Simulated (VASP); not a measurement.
Input of a VASP 6.6.1 run:

INCAR

```
SYSTEM = Pt
PREC     = Accurate       ! precision mode
ENCUT    = 500            ! plane-wave cutoff, eV
EDIFF    = 1E-7           ! SCF threshold, eV
ISMEAR   = 0              ! smearing method
SIGMA    = 0.1            ! smearing width, eV
LREAL    = .FALSE.        ! projectors in reciprocal space
LASPH    = .TRUE.         ! aspherical terms in the spheres
NELM     = 120            ! most SCF steps
ALGO     = Normal         ! electronic algorithm
ISIF     = 3              ! what is computed and relaxed
LWAVE    = .FALSE.        ! write WAVECAR
LCHARG   = .FALSE.        ! write CHGCAR
IBRION   = 2              ! ionic algorithm
NSW      = 80             ! ionic steps
EDIFFG   = -0.003         ! ionic threshold
GGA_COMPAT= .FALSE.      
NELMIN   = 4
```

File KPOINTS:

```
regular mesh
0
G
  12 12 12
  0 0 0
```

File POSCAR:

```
Pt
1.0
    0.0000000000      1.9750000000      1.9750000000
    1.9750000000      0.0000000000      1.9750000000
    1.9750000000      1.9750000000      0.0000000000
Pt
1
Direct
    0.0000000000      0.0000000000      0.0000000000
```

Potentials or basis: VASP PAW LDA potentials, release 64 (Pt).

Run with:

```bash
$ cat potpaw_LDA.64/Pt/POTCAR > POTCAR
$ mpirun -np 1 vasp_std > vasp.out
```

Q: What does it give for the space group after relaxing (to 0.05 Å)?

A: Fm-3m (No. 225).

Q: Estimate the band gap on the k mesh.

A: Zero (band 5 reaches 12.03 eV, above the bottom of band 6 at 9.73 eV).

Final structure:
```xyz
1
Lattice="0.0000 1.9489 1.9489 1.9489 0.0000 1.9489 1.9489 1.9489 0.0000" Properties=species:S:1:pos:R:3 pbc="T T T"
Pt    0.0000    0.0000    0.0000
```

Caveat: spin-orbit coupling is left out, which moves the levels of the heavy elements.
